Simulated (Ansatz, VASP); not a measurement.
# Two plane-wave programs on Rh

```
Rh
1.0
     0.00000    1.91497    1.91497
     1.91497    0.00000    1.91497
     1.91497    1.91497    0.00000
Rh
1
Direct
  0.00000 0.00000 0.00000
```

Alike in both runs: functional PBE; k mesh 18 × 18 × 18; occupations gaussian, width 0.1 eV; no spin polarisation.

Ansatz relaxed the structure, and its values are those at the end. VASP's run is a single point on that final structure, the one shown.

```csv
,VASP,Ansatz
version,VASP 6.6.1,Ansatz 0.2.0
potentials or method,"VASP PAW PBE potentials, release 64 (Rh_pv), cutoff 520 eV","scalar-relativistic, plane waves, PAW"
valence electrons in the cell,15,17
```

|  | VASP | Ansatz | Ansatz less VASP |
| --- | --- | --- | --- |
| gap on the k mesh at the Fermi level (eV) | none | none | - |
| pressure (GPa) | 0.0 | 0.0 | -0.05 |

A gap of «none» marks a metal or a gap that the smearing closes. With one functional, cell and mesh, what is left measures potentials, basis and numerics. VASP's potentials hold 15 valence electrons a cell and Ansatz's 17, so a difference there can come from the potentials and not from the codes.
